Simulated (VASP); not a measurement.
HfH, 2 atoms in the cell. Symmetry: P-6m2, No. 187, hexagonal system. Conventional cell: a = 3.015 Å, b = 3.015 Å, c = 2.941 Å, α = 90.00°, β = 90.00°, γ = 120.00°. Within 3.0 Å of Hf (site symmetry -6m2) lie 6 H at 2.28 Å and 2 Hf at 2.94 Å. H (site symmetry -6m2) has 6 Hf at 2.28 Å and 2 H at 2.94 Å within 3.0 Å. 

```yaml
Program: VASP 6.6.1
Task: single point
Functional: PBE
Potentials_or_basis: VASP PAW PBE potentials, release 64 (Hf_pv, H)
Cutoff: 520 eV
k_mesh: 6 × 6 × 6
Occupations: gaussian, width 0.1 eV
Spin: no spin polarisation
Dipole_correction: no
Further_INCAR_settings: ALGO = Normal; EDIFF = 1e-06; NBANDS = 12
```

Potentials or basis: VASP PAW PBE potentials, release 64 (Hf_pv, H).

Launch:

```sh
$ cat potpaw_PBE.64/Hf_pv/POTCAR potpaw_PBE.64/H/POTCAR > POTCAR
$ mpirun -np 1 vasp_std > vasp.out
```

Hardware: 1 thread of Intel(R) Xeon(R) Platinum 8488C (Sapphire Rapids) (shared host).

Q: Estimate the wall time of this run.

A: It took 4.6 s on 1 thread of Intel(R) Xeon(R) Platinum 8488C (Sapphire Rapids), with other jobs on the host, peak memory 0.14 GiB. Counts: scf iterations 12, k points 28.
